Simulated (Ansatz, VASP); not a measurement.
**One calculation of PbS, two programs**

```
Pb S
1.0
     0.05364    3.24943    3.32569
     3.36258    0.03584    3.34349
     3.39970    3.30435   -0.00128
Pb S
1 1
Direct
  0.00870 0.00437 0.99306
  0.24130 0.24563 0.25694
```

Change from the starting cell: all atoms moved at random (sigma 0.03 Å), cell strained at random (1 %).

Alike in both runs: task single point; functional PBE; k mesh 10 × 10 × 10; occupations gaussian, width 0.05 eV; no spin polarisation.

|  | VASP | Ansatz |
| --- | --- | --- |
| version | VASP 6.6.1 | Ansatz 0.2.0 |
| potentials or method | VASP PAW PBE potentials, release 64 (Pb_d, S), cutoff 520 eV | scalar-relativistic, plane waves, PAW |
| valence electrons in the cell | 20 | 20 |

|  | VASP | Ansatz | Ansatz less VASP |
| --- | --- | --- | --- |
| gap on the k mesh at the Fermi level (eV) | 0.78 | 0.78 | -0.003 |
| least direct gap on the mesh (eV) | 1.27 | 1.26 | -0.003 |
| pressure (GPa) | 0.1 | 0.2 | +0.05 |
| traceless stress, the component that is largest in VASP (GPa) | 0.54 | 0.54 | -0.001 |
| rms of the force components (eV/Å) | 0.098 | 0.098 | -0.0002 |

Atom by atom the forces differ by 0.000 eV/Å (rms over components). The functional is the same, so the differences come from potentials, cutoffs and numerics.

Neither program's run includes spin-orbit coupling.
